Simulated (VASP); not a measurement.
# BN (P6_3/mmc) in VASP: a series of runs

BN is run at these levels: PBE+D3(BJ); tasks: relaxation of shape and atoms at fixed volume, single point.

All numbers are computed with VASP 6.6.1; they aren't measurements. Logs are shortened: lines on timing, memory, paths and dates and some standing lists are left out, and cuts for length are marked.

## 1. The cell of the first run

The structure is hexagonal, space group P6_3/mmc (No. 194). The conventional cell has a = 2.481 Å, b = 2.481 Å, c = 6.547 Å, α = 90.00°, β = 90.00°, γ = 120.00°. B (site symmetry -6m2) has 3 N at 1.43 Å within 1.9 Å. Within 1.9 Å of N (site symmetry -6m2) lie 3 B at 1.43 Å.

## 2. Relaxation of shape and atoms at fixed volume, PBE+D3(BJ) (volume scaled by 0.97)

Contents of INCAR:

```
ALGO = Normal ; EDIFF = 1E-7
EDIFFG = -0.01 ; ENCUT = 600
GGA = PE ; IBRION = 2
ISIF = 4 ; ISMEAR = 0
IVDW = 12 ; LASPH = True
LCHARG = False ; LREAL = False
LWAVE = False ; NELM = 80
NSW = 50 ; PREC = Accurate
SIGMA = 0.02
```

Contents of KPOINTS:

```
k-points
0
Gamma
  12 12 4
```

Contents of POSCAR:

```
BN
1.0
    2.4811062532      0.0000000000      0.0000000000
   -1.2405531266      2.1487010448      0.0000000000
    0.0000000000      0.0000000000      6.5473099869
B N
2 2
Direct
    0.3333333333      0.6666666667      0.2500000000
    0.6666666667      0.3333333333      0.7500000000
    0.3333333333      0.6666666667      0.7500000000
    0.6666666667      0.3333333333      0.2500000000
```

Potentials or basis: VASP PAW PBE potentials, release 64 (B, N).

Started as:

```
$ cat potpaw_PBE.64/B/POTCAR potpaw_PBE.64/N/POTCAR > POTCAR
$ mpirun -np 1 vasp_std > vasp.out
```

OUTCAR:

```text
EDIFF = 1E-7
   EDIFFG = -0.01
   ENCUT = 600
   GGA = PE
   IBRION = 2
   ISIF = 4
   ISMEAR = 0
   IVDW = 12
   LASPH = True
   LREAL = False
   NELM = 80
   NSW = 50
   PREC = Accurate
 IVDW          = 12

 ion  position               nearest neighbor table
   1  0.333  0.667  0.250-   4 1.43   4 1.43   4 1.43
   2  0.667  0.333  0.750-   3 1.43   3 1.43   3 1.43
   3  0.333  0.667  0.750-   2 1.43   2 1.43   2 1.43
   4  0.667  0.333  0.250-   1 1.43   1 1.43   1 1.43

  LATTYP: Found a hexagonal cell.
 ALAT       =     2.4811062532
 C/A-ratio  =     2.6388672305

  Lattice vectors:

 A1 = (   2.4811062532,   0.0000000000,   0.0000000000)
 A2 = (  -1.2405531266,   2.1487010448,   0.0000000000)
 A3 = (   0.0000000000,   0.0000000000,   6.5473099869)

Analysis of symmetry for initial positions (statically):
=====================================================================
 Subroutine PRICEL returns:
 Original cell was already a primitive cell.

 Routine SETGRP: Setting up the symmetry group for a
 hexagonal supercell.

 Subroutine GETGRP returns: Found 24 space group operations
 (whereof 12 operations were pure point group operations)
 out of a pool of 24 trial point group operations.

The static configuration has the point symmetry D_3d.
 The point group associated with its full space group is D_6h.

Analysis of symmetry for dynamics (positions and initial velocities):
=====================================================================
 Subroutine PRICEL returns:
 Original cell was already a primitive cell.

 Routine SETGRP: Setting up the symmetry group for a
 hexagonal supercell.

 Subroutine GETGRP returns: Found 24 space group operations
 (whereof 12 operations were pure point group operations)
 out of a pool of 24 trial point group operations.

The dynamic configuration has the point symmetry D_3d.
 The point group associated with its full space group is D_6h.

 Subroutine INISYM returns: Found 24 space group operations
 (whereof 12 operations are pure point group operations),
 and found     1 'primitive' translations

----------------------------------------------------------------------------------------

                                     Primitive cell

  volume of cell :      34.9047

  direct lattice vectors                    reciprocal lattice vectors
     2.481106253  0.000000000  0.000000000     0.403046020  0.232698728  0.000000000
    -1.240553127  2.148701045  0.000000000     0.000000000  0.465397456  0.000000000
     0.000000000  0.000000000  6.547309987     0.000000000  0.000000000  0.152734482

  length of vectors
[... 83 lines left out ...]
   LASPH  =      T    aspherical Exc in radial PAW
   ENCUT  =  600.0 eV  44.10 Ry    6.64 a.u.   4.96  4.96 13.08*2*pi/ulx,y,z
   NELM   =     80;   NELMIN=  2; NELMDL= -5     # of ELM steps
   EDIFF  = 0.1E-06   stopping-criterion for ELM
   LREAL  =      F    real-space projection
   EDIFFG = -.1E-01   stopping-criterion for IOM
   NSW    =     50    number of steps for IOM
   IBRION =      2    ionic relax: 0-MD 1-quasi-New 2-CG
   NFREE  =      1    steps in history (QN), initial steepest desc. (CG)
   ISIF   =      4    stress and relaxation
   ISYM   =      2    0-nonsym 1-usesym 2-fastsym
   POTIM  = 0.5000    time-step for ionic-motion
   TEBEG  =    0.0;   TEEND  =   0.0 temperature during run
   PSTRESS=    0.0 pullay stress
   NELECT =      16.0000    total number of electrons
   NUPDOWN=      -1.0000    fix difference up-down
   EMIN   =  10.00;   EMAX   =-10.00  energy-range for DOS
   EFERMI =   0.00;   METHOD = LEGACY
   ISMEAR =     0;   SIGMA  =   0.02  broadening in eV -4-tet -1-fermi 0-gaus
   EFERMI_NEDOS =   21; number of points for ismear=-14 and -15
   IALGO  =     38    algorithm
   IMIX   =      4    mixing-type and parameters
     AMIX     =   0.40;   BMIX     =  1.00
     AMIX_MAG =   1.60;   BMIX_MAG =  1.00
  volume/ion in A,a.u.               =       8.73        58.89
  Fermi-wavevector in a.u.,A,eV,Ry     =   1.262273  2.385351 21.678624  1.593334
  Thomas-Fermi vector in A             =   2.395690
   LORBIT       =      0    0 simple, 1 ext, 2 COOP (PROOUT), +10 PAW based schemes
   GGA     = PE    functional components
   LHFCALC =     F    Hartree Fock is set to
   AEXX    =    0.0000 exact exchange contribution
   IVDW    =    12    specifies the selected vdW correction
   LEPSILON=     F    determine dielectric tensor
   LRPA    =     F    only Hartree local field effects (RPA)
 conjugate gradient relaxation of ions
 non-spin polarized calculation
 Gauss-broadening in eV      SIGMA  =   0.02
  energy-cutoff  :      600.00
  volume of cell :       34.90
 maximum number of plane-waves:      1197
 NGX is ok and might be reduce to    20
   NGX =  9   NGY =  9   NGZ = 27

--------------------------------------- Ionic step        1  -------------------------------------------

 number of electron      15.9999997 magnetization

 Free energy of the ion-electron system (eV)
  ---------------------------------------------------
  ext. energy  EPLUGINS =         0.00000000
  ---------------------------------------------------
  free energy    TOTEN  =       -35.11194048 eV

  energy without entropy =      -35.11194048  energy(sigma->0) =      -35.11194048

------------------------ aborting loop because EDIFF is reached ----------------------------------------

 Edisp (eV)   -0.58501

 E8    (eV) :    -0.1716
[... 75 lines left out ...]
--------------------------------------- Ionic step        3  -------------------------------------------

 number of electron      15.9999999 magnetization

 Free energy of the ion-electron system (eV)
  ---------------------------------------------------
  ext. energy  EPLUGINS =         0.00000000
  ---------------------------------------------------
  free energy    TOTEN  =       -35.13309360 eV

  energy without entropy =      -35.13309360  energy(sigma->0) =      -35.13309360

 E-fermi :   2.7150     XC(G=0): -10.2867

 val. band max:        2.5720668540   @ k =   0.3333   0.2500   0.0000
 cond. band min:       6.7705897761   @ k =   0.5000   0.0000   0.0000
 fundamental gap:      4.1985229221
 Fermi energy:         2.7150390636

 k-point     1 :       0.0000    0.0000    0.0000
  band No.  band energies     occupation
      1     -15.2940      2.00000
      2     -14.9173      2.00000
      3      -3.8227      2.00000
      4      -1.3356      2.00000
      5       1.2064      2.00000
      6       1.2064      2.00000
      7       1.2580      2.00000
      8       1.2580      2.00000
      9       8.0236      0.00000
     10      13.2377      0.00000
     11      14.0640      0.00000
     12      14.0640      0.00000
[... 331 lines left out ...]
 k-point    24 :       0.3333    0.0000    0.2500
  band No.  band energies     occupation
      1     -13.2604      2.00000
      2     -13.0679      2.00000
      3      -4.3550      2.00000
      4      -4.2756      2.00000
      5      -1.0420      2.00000
      6      -0.9828      2.00000
      7      -0.7411      2.00000
      8       0.6856      2.00000
      9       9.3444      0.00000
     10      10.0656      0.00000
     11      11.6663      0.00000
     12      12.7541      0.00000

 [... further k-points ...]

------------------------ aborting loop because EDIFF is reached ----------------------------------------

 Edisp (eV)   -0.58734

 E8    (eV) :    -0.1727
[... 27 lines left out ...]
  FREE ENERGIE OF THE ION-ELECTRON SYSTEM (eV)
  ---------------------------------------------------
  free  energy   TOTEN  =       -35.7204336447 eV

  energy  without entropy=      -35.7204336447  energy(sigma->0) =      -35.72043364

 reached required accuracy - stopping structural energy minimisation
```

OSZICAR:

```text
N       E                     dE             d eps       ncg     rms          rms(c)
DAV:   1     0.748965247156E+02    0.74897E+02   -0.91460E+03  1368   0.139E+03
DAV:   2    -0.341291484856E+02   -0.10903E+03   -0.99183E+02  2008   0.299E+02
DAV:   3    -0.387982320480E+02   -0.46691E+01   -0.46374E+01  1748   0.659E+01
[... 25 lines left out ...]
DAV:   3    -0.351330947512E+02    0.10084E-03   -0.20616E-04  1664   0.112E-01    0.102E-02
DAV:   4    -0.351330937548E+02    0.99632E-06   -0.91362E-06  1644   0.307E-02    0.322E-03
DAV:   5    -0.351330937256E+02    0.29220E-07   -0.29128E-06  1636   0.148E-02    0.302E-03
DAV:   6    -0.351330935971E+02    0.12854E-06   -0.54422E-07  1636   0.684E-03    0.435E-04
DAV:   7    -0.351330935999E+02   -0.27778E-08   -0.34691E-08   836   0.194E-03
   3 F= -.35720434E+02 E0= -.35720434E+02  d E =-.234785E-01
```

CONTCAR:

```text
BN
   1.00000000000000
     2.5046456493341642   -0.0000000000000000    0.0000000000000000
    -1.2523228246670821    2.1690867598445962    0.0000000000000000
     0.0000000000000000   -0.0000000000000000    6.4248212091285231
  B               N
     2     2
Direct
     0.3333333332999970    0.6666666667000030    0.2500000000000000
     0.6666666667000030    0.3333333332999970    0.7500000000000000
     0.3333333332999970    0.6666666667000030    0.7500000000000000
     0.6666666667000030    0.3333333332999970    0.2500000000000000

  0.00000000E+00  0.00000000E+00  0.00000000E+00
  0.00000000E+00  0.00000000E+00  0.00000000E+00
  0.00000000E+00  0.00000000E+00  0.00000000E+00
  0.00000000E+00  0.00000000E+00  0.00000000E+00
```

It took 51 s on 1 thread of Intel Xeon Platinum 8259CL at 2.50GHz (Skylake/Cascade Lake), shared host; peak memory 0.17 GiB.

What came out:

* Free energy: -35.7204 eV
* Energy gained by relaxing: 5.9 meV/atom
* Ionic steps: 3
* Pressure after relaxing: 0.7 GPa
* Band gap on the k mesh: 4.20 eV, indirect (least direct gap 4.58 eV)
* Dispersion energy per atom: -0.147 eV

The path:
| step | energy change (eV) | largest force (eV/Å) | pressure (GPa) | volume (Å³) |
| --- | --- | --- | --- | --- |
| 1 | 0.0000 | 0.0000 | 7.70 | 34.90 |
| 2 | -0.0233 | 0.0000 | 0.22 | 34.90 |
| 3 | -0.0235 | 0.0000 | 0.73 | 34.90 |

Final structure:
```cif
data_structure
_symmetry_space_group_name_H-M 'P 1'
_symmetry_Int_Tables_number 1
_cell_length_a 2.5046
_cell_length_b 2.5046
_cell_length_c 6.4248
_cell_angle_alpha 90.000
_cell_angle_beta 90.000
_cell_angle_gamma 120.000
_cell_volume 34.90
loop_
_atom_site_label
_atom_site_type_symbol
_atom_site_fract_x
_atom_site_fract_y
_atom_site_fract_z
_atom_site_occupancy
B1 B 0.33333 0.66667 0.25000 1
B2 B 0.66667 0.33333 0.75000 1
N1 N 0.33333 0.66667 0.75000 1
N2 N 0.66667 0.33333 0.25000 1
```

Caveat: the cell differs from its parent crystal (volume scaled by 0.97). A k mesh can miss the band edges.

## 3. Relaxation of shape and atoms at fixed volume, PBE+D3(BJ) (volume scaled by 1.03)

Contents of INCAR:

```
PREC = Accurate
ENCUT = 600
EDIFF = 1E-7
ISMEAR = 0
SIGMA = 0.02
LREAL = False
LASPH = True
NELM = 80
ALGO = Normal
ISIF = 4
LWAVE = False
LCHARG = False
GGA = PE
IVDW = 12
IBRION = 2
NSW = 50
EDIFFG = -0.01
```

Contents of KPOINTS:

```
Automatic mesh
0
Gamma
  12 12 4
```

Contents of POSCAR:

```
BN
1.0
    2.5312431199      0.0000000000      0.0000000000
   -1.2656215600      2.1921208450      0.0000000000
    0.0000000000      0.0000000000      6.6796145214
B N
2 2
Direct
    0.3333333333      0.6666666667      0.2500000000
    0.6666666667      0.3333333333      0.7500000000
    0.3333333333      0.6666666667      0.7500000000
    0.6666666667      0.3333333333      0.2500000000
```

Potentials or basis: VASP PAW PBE potentials, release 64 (B, N).

Started as:

```
$ cat potpaw_PBE.64/B/POTCAR potpaw_PBE.64/N/POTCAR > POTCAR
$ mpirun -np 1 vasp_std > vasp.out
```

OUTCAR:

```text
PREC = Accurate
   ENCUT = 600
   EDIFF = 1E-7
   ISMEAR = 0
   LREAL = False
   LASPH = True
   NELM = 80
   ISIF = 4
   GGA = PE
   IVDW = 12
   IBRION = 2
   NSW = 50
   EDIFFG = -0.01
 IVDW          = 12

 ion  position               nearest neighbor table
   1  0.333  0.667  0.250-   4 1.46   4 1.46   4 1.46
   2  0.667  0.333  0.750-   3 1.46   3 1.46   3 1.46
   3  0.333  0.667  0.750-   2 1.46   2 1.46   2 1.46
   4  0.667  0.333  0.250-   1 1.46   1 1.46   1 1.46

  LATTYP: Found a hexagonal cell.
 ALAT       =     2.5312431199
 C/A-ratio  =     2.6388672304

  Lattice vectors:

 A1 = (   2.5312431199,   0.0000000000,   0.0000000000)
 A2 = (  -1.2656215600,   2.1921208450,   0.0000000000)
 A3 = (   0.0000000000,   0.0000000000,   6.6796145214)

Analysis of symmetry for initial positions (statically):
=====================================================================
 Subroutine PRICEL returns:
 Original cell was already a primitive cell.

 Routine SETGRP: Setting up the symmetry group for a
 hexagonal supercell.

 Subroutine GETGRP returns: Found 24 space group operations
[... 243 lines left out ...]
     11      13.5707      0.00000
     12      13.5707      0.00000
[... 331 lines left out ...]
 k-point    24 :       0.3333   -0.0000    0.2500
  band No.  band energies     occupation
      1     -13.6865      2.00000
      2     -13.5629      2.00000
      3      -4.8095      2.00000
      4      -4.7635      2.00000
      5      -1.5114      2.00000
      6      -1.4763      2.00000
      7      -1.0406      2.00000
      8       0.0367      2.00000
      9       8.9132      0.00000
     10       9.4046      0.00000
     11      10.8955      0.00000
     12      12.2206      0.00000

 [... further k-points ...]

------------------------ aborting loop because EDIFF is reached ----------------------------------------

 Edisp (eV)   -0.54633

 E8    (eV) :    -0.1595

  FORCE on cell =-STRESS in cart. coord.  units (eV):
  Direction    XX          YY          ZZ          XY          YZ          ZX
  --------------------------------------------------------------------------------------
  -------------------------------------------------------------------------------------
  Total      -0.22105    -0.22105    -0.21150     0.00000    -0.00000     0.00000
  in kB      -9.55542    -9.55542    -9.14281     0.00000    -0.00000     0.00000
  external pressure =       -9.42 kB  Pullay stress =        0.00 kB

 VOLUME and BASIS-vectors are now :
 -----------------------------------------------------------------------------
  energy-cutoff  :      600.00
  volume of cell :       37.06
      direct lattice vectors                 reciprocal lattice vectors
     2.508791059  0.000000000  0.000000000     0.398598359  0.230130870  0.000000000
    -1.254395529  2.172676789  0.000000000    -0.000000000  0.460261740  0.000000000
     0.000000000 -0.000000000  6.799705979     0.000000000 -0.000000000  0.147065182

 POSITION                                       TOTAL-FORCE (eV/Angst)
 -----------------------------------------------------------------------------------
     -0.00000      1.44845      1.69993        -0.000000     -0.000000     -0.000000
      1.25440      0.72423      5.09978        -0.000000      0.000000      0.000000
     -0.00000      1.44845      5.09978         0.000000      0.000000      0.000000
      1.25440      0.72423      1.69993         0.000000      0.000000      0.000000
 -----------------------------------------------------------------------------------
    total drift:                               -0.000000      0.000000      0.000000

  FREE ENERGIE OF THE ION-ELECTRON SYSTEM (eV)
  ---------------------------------------------------
  free  energy   TOTEN  =       -35.7225165013 eV

  energy  without entropy=      -35.7225165013  energy(sigma->0) =      -35.72251650

 reached required accuracy - stopping structural energy minimisation
```

OSZICAR:

```text
N       E                     dE             d eps       ncg     rms          rms(c)
DAV:   1     0.725360787126E+02    0.72536E+02   -0.88906E+03  1368   0.137E+03
DAV:   2    -0.337353509061E+02   -0.10627E+03   -0.95891E+02  2020   0.289E+02
DAV:   3    -0.384571914736E+02   -0.47218E+01   -0.46920E+01  1744   0.636E+01
[... 17 lines left out ...]
DAV:   5    -0.351762030595E+02    0.51314E-04   -0.81575E-04  1676   0.245E-01    0.455E-02
DAV:   6    -0.351761860032E+02    0.17056E-04   -0.14567E-04  1640   0.112E-01    0.395E-03
DAV:   7    -0.351761883154E+02   -0.23121E-05   -0.62976E-06  1680   0.251E-02    0.406E-03
DAV:   8    -0.351761887130E+02   -0.39766E-06   -0.36638E-07  1668   0.526E-03    0.285E-03
DAV:   9    -0.351761886296E+02    0.83439E-07   -0.36815E-07  1572   0.521E-03
   2 F= -.35722517E+02 E0= -.35722517E+02  d E =-.200700E-01
```

Wall time 39 s (1 thread of Intel Xeon Platinum 8259CL at 2.50GHz (Skylake/Cascade Lake), shared host); peak memory 0.18 GiB.

Results:

```
Free energy                : -35.7225 eV
Energy gained by relaxing  : 5.0 meV/atom
Ionic steps                : 2
Pressure after relaxing    : -0.9 GPa
Band gap on the k mesh     : 4.30 eV, indirect (least direct gap 4.63 eV)
Dispersion energy per atom : -0.137 eV
```

Step by step:
```
step  energy change (eV)  largest force (eV/Å)  pressure (GPa)  volume (Å³)
   1              0.0000                0.0000           -6.89        37.06
   2             -0.0201                0.0000           -0.94        37.06
```

Final structure:
```
B N
1.0
     2.50879    0.00000    0.00000
    -1.25440    2.17268    0.00000
     0.00000    0.00000    6.79971
B N
2 2
Direct
  0.33333 0.66667 0.25000
  0.66667 0.33333 0.75000
  0.33333 0.66667 0.75000
  0.66667 0.33333 0.25000
```

Levels at points of the mesh, in eV from the valence-band top:
```csv
k point,band 5,band 6,band 7,band 8,band 9,band 10,band 11,band 12
"(0.00, 0.00, 0.00)",-1.34,-1.34,-1.31,-1.31,5.12,10.02,11.51,11.51
"(0.50, 0.00, 0.00)",-4.13,-4.08,-1.37,-0.48,4.30,5.53,9.46,9.91
"(0.00, 0.00, 0.50)",-1.32,-1.32,-1.32,-1.32,7.35,7.35,11.56,11.56
"(0.50, 0.00, 0.50)",-4.11,-4.11,-0.91,-0.91,4.73,4.73,9.84,9.84
```

Caveat: the cell differs from its parent crystal (volume scaled by 1.03). A k mesh can miss the band edges.

(Part 1 of 2 ends here.)
